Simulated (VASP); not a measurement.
# Si (P1) in VASP: notebook, part 2 of 2

VASP 6.6.1.

### 4 Single point, LDA (atoms displaced along several vibrational modes)

File INCAR:

```
SYSTEM = Si
ALGO = Fast ; EDIFF = 1E-6
ENCUT = 520 ; GGA = CA
ISIF = 2 ; ISMEAR = 0
LASPH = .TRUE. ; LCHARG = .TRUE.
LELF = .TRUE. ; LREAL = .FALSE.
LVHAR = .TRUE. ; LWAVE = .FALSE.
NBANDS = 16 ; NELM = 80
PREC = Accurate ; SIGMA = 0.03
```

File KPOINTS:

```
k-points
0
G
  10 10 10
  0 0 0
```

File POSCAR:

```
Si
1.0
   -3.3010168807      3.3010168807      1.9082539665
    3.3010168807     -3.3010168807      1.9082539665
    3.3010168807      3.3010168807     -1.9082539665
Si
4
Direct
    0.1570655207      0.1631242597      0.3516321361
    0.8308170012      0.8368757403      0.6362503857
    0.1849041767      0.8211545624      0.0060587391
    0.8272133015      0.1788454376      0.0060587391
```

Potentials or basis: VASP PAW LDA potentials, release 64 (Si).

Started as:

```console
$ cat potpaw_LDA.64/Si/POTCAR > POTCAR
$ mpirun -np 1 vasp_std > vasp.out
```

OUTCAR:

```text
SYSTEM = Si
   EDIFF = 1E-6
   ENCUT = 520
   GGA = CA
   ISIF = 2
   ISMEAR = 0
   LASPH = .TRUE.
   LREAL = .FALSE.
   NELM = 80
   PREC = Accurate

 ion  position               nearest neighbor table
   1  0.157  0.163  0.352-   2 2.23   4 2.28   3 2.36   2 2.42
   2  0.831  0.837  0.636-   1 2.23   4 2.36   1 2.42   3 2.44
   3  0.185  0.821  0.006-   4 2.33   4 2.33   1 2.36   2 2.44
   4  0.827  0.179  0.006-   1 2.28   3 2.33   3 2.33   2 2.36

  LATTYP: Found a body centered tetragonal cell.
 ALAT       =     6.6020337614
 C/A-ratio  =     0.5780806447

  Lattice vectors:

 A1 = (  -3.3010168807,   3.3010168807,   1.9082539665)
 A2 = (   3.3010168807,  -3.3010168807,   1.9082539665)
 A3 = (   3.3010168807,   3.3010168807,  -1.9082539665)

Analysis of symmetry for initial positions (statically):
=====================================================================
 Subroutine PRICEL returns:
 Original cell was already a primitive cell.

 Routine SETGRP: Setting up the symmetry group for a
 body centered tetragonal supercell.

 Subroutine GETGRP returns: Found  1 space group operations
 (whereof  1 operations were pure point group operations)
 out of a pool of 16 trial point group operations.

The static configuration has the point symmetry C_1 .

Analysis of symmetry for dynamics (positions and initial velocities):
=====================================================================
 Subroutine PRICEL returns:
 Original cell was already a primitive cell.

 Routine SETGRP: Setting up the symmetry group for a
 body centered tetragonal supercell.

[... 118 lines left out ...]
   PSTRESS=    0.0 pullay stress
   NELECT =      16.0000    total number of electrons
   NUPDOWN=      -1.0000    fix difference up-down
   EMIN   =  10.00;   EMAX   =-10.00  energy-range for DOS
   EFERMI =   0.00;   METHOD = LEGACY
   ISMEAR =     0;   SIGMA  =   0.03  broadening in eV -4-tet -1-fermi 0-gaus
   EFERMI_NEDOS =   21; number of points for ismear=-14 and -15
   IALGO  =     68    algorithm
   IMIX   =      4    mixing-type and parameters
     AMIX     =   0.40;   BMIX     =  1.00
     AMIX_MAG =   1.60;   BMIX_MAG =  1.00
  volume/ion in A,a.u.               =      20.79       140.32
  Fermi-wavevector in a.u.,A,eV,Ry     =   0.945042  1.785870 12.151413  0.893104
  Thomas-Fermi vector in A             =   2.072905
   LORBIT       =      0    0 simple, 1 ext, 2 COOP (PROOUT), +10 PAW based schemes
   GGA     = CA    functional components
   LHFCALC =     F    Hartree Fock is set to
   AEXX    =    0.0000 exact exchange contribution
   IVDW    =     0    specifies the selected vdW correction
   LEPSILON=     F    determine dielectric tensor
   LRPA    =     F    only Hartree local field effects (RPA)
 non-spin polarized calculation
 RMM-DIIS sequential band-by-band and
 Gauss-broadening in eV      SIGMA  =   0.03
  energy-cutoff  :      520.00
  volume of cell :       83.17
 maximum number of plane-waves:      2260
 NGX is ok and might be reduce to    40
   NGX = 19   NGY = 19   NGZ = 19

 number of electron      16.0000000 magnetization

 Free energy of the ion-electron system (eV)
  ---------------------------------------------------
  ext. energy  EPLUGINS =         0.00000000
  ---------------------------------------------------
  free energy    TOTEN  =       -23.23743008 eV

  energy without entropy =      -23.23736833  energy(sigma->0) =      -23.23739920

 E-fermi :   5.7451     XC(G=0):  -9.3874

 val. band max:        5.6957244593   @ k =   0.4000  -0.4000   0.5000
 cond. band min:       5.7605735670   @ k =  -0.2000  -0.1000   0.2000
 fundamental gap:      0.0648491077
 Fermi energy:         5.7450855265

 k-point     1 :       0.0000    0.0000    0.0000
  band No.  band energies     occupation
      1      -6.6117      2.00000
      2      -2.3014      2.00000
      3      -0.0514      2.00000
      4      -0.0289      2.00000
      5       1.7157      2.00000
      6       4.0680      2.00000
[... 433 lines left out ...]
      3      -0.1587      2.00000
      4      -0.0547      2.00000
      5       1.8859      2.00000
      6       2.5761      2.00000
[... 8 lines left out ...]
     15      10.1643      0.00000
     16      12.9715      0.00000

 [... further k-points ...]
[... 5 lines left out ...]
  --------------------------------------------------------------------------------------
  -------------------------------------------------------------------------------------
  Total        0.1086405      0.5465977      0.3178017      0.1204686     -0.9356492     -0.9234720
  in kB        2.0927173     10.5289901      6.1217440      2.3205595    -18.0232024    -17.7886373
  external PRESSURE =       6.2478171 kB  Pullay stress =       0.0000000 kB

 VOLUME and BASIS-vectors are now :
 -----------------------------------------------------------------------------
  energy-cutoff  :      520.00
  volume of cell :       83.17
      direct lattice vectors                 reciprocal lattice vectors
    -3.301016881  3.301016881  1.908253967     0.000000000  0.151468477  0.262019631
     3.301016881 -3.301016881  1.908253967     0.151468477  0.000000000  0.262019631
     3.301016881  3.301016881 -1.908253967     0.151468477  0.151468477  0.000000000

 POSITION                                       TOTAL-FORCE (eV/Angst)
 -----------------------------------------------------------------------------------
      1.18074      1.14074     -0.06000        -0.181080      0.590575      1.521306
      2.12027      2.08027      1.96825         0.179735      0.731464     -1.541145
      2.12027     -2.08027      1.90825         0.019839     -0.570237      0.005995
     -2.12027      2.16027      1.90825        -0.018494     -0.751801      0.013845
 -----------------------------------------------------------------------------------
    total drift:                                0.000082     -0.000001      0.000022

  FREE ENERGIE OF THE ION-ELECTRON SYSTEM (eV)
  ---------------------------------------------------
  free  energy   TOTEN  =       -23.2374300783 eV

  energy  without entropy=      -23.2373683278  energy(sigma->0) =      -23.23739920
```

Wall time 22 min (1 thread of Oxide Virtual Turin-like, shared host); peak memory 0.52 GiB.

Results:

```yaml
Free_energy: -23.2374 eV
Pressure: 0.6 GPa
Largest_force: 1.715 eV/Å
Band_gap_on_the_k_mesh: zero (bands 8 and 9 overlap by 0.01 eV)
```

Forces on the atoms (eV/Å):
```
Si  -0.181  0.591  1.521
Si   0.180  0.731 -1.541
Si   0.020 -0.570  0.006
Si  -0.018 -0.752  0.014
```

Caveat: the cell differs from its parent crystal (atoms displaced along several vibrational modes); semilocal functionals underestimate gaps, and a narrow one can read as zero; forces of over 1 eV/Å act on the atoms, so gaps and moduli don't describe the material at rest.

### 5 Overview

| cell | gap on the mesh (eV) | pressure (GPa) | largest force (eV/Å) |
| --- | --- | --- | --- |
| as given, atomic positions A | 0.13 | 0.6 | 1.32 |
| as given, atomic positions B | none | 0.5 | 1.62 |
| as given, atomic positions C | none | 0.6 | 1.72 |

Alike in all rows: task single point; level LDA; potentials or basis VASP PAW LDA potentials, release 64 (Si); no spin polarisation; k mesh 10 × 10 × 10; cutoff (eV) 520; smearing gaussian 0.03 eV.

Caveats: semilocal functionals underestimate gaps, and a narrow one can read as zero; forces of over 1 eV/Å act on the atoms, so gaps and moduli don't describe the material at rest.

Absolute energies hang on the potentials; compare differences alone.

The gap in the log of VASP goes by the Fermi energy; the results here count the filled bands.